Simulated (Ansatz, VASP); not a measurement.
Two plane-wave programs on Y

```
Y
1.0
     0.00000    2.54428    2.54428
     2.54428    0.00000    2.54428
     2.54428    2.54428    0.00000
Y
1
Direct
  0.00000 0.00000 0.00000
```

Alike in both runs: task relaxation of cell and atoms; functional PBE; k mesh 14 × 14 × 14; occupations fermi-dirac, width 0.05 eV; no spin polarisation.

|  | VASP | Ansatz |
| --- | --- | --- |
| version | VASP 6.6.1 | Ansatz 0.2.0 |
| potentials or method | VASP PAW PBE potentials, release 64 (Y_sv) | PAW with Ansatz's default frozen-core files, scalar-relativistic |
| plane-wave cutoff (eV) | 600 | 420 |
| valence electrons in the cell | 11 | 11 |

VASP gave:

| Quantity | Value |
| --- | --- |
| relaxed volume (Å³/atom) | 32.37 |
| relaxed cell length with the largest relative difference (Å) | 3.577 |

Problem. Estimate Ansatz's values.

Solution. Relaxed volume (Å³/atom): 32.46; relaxed cell length with the largest relative difference (Å): 3.581.
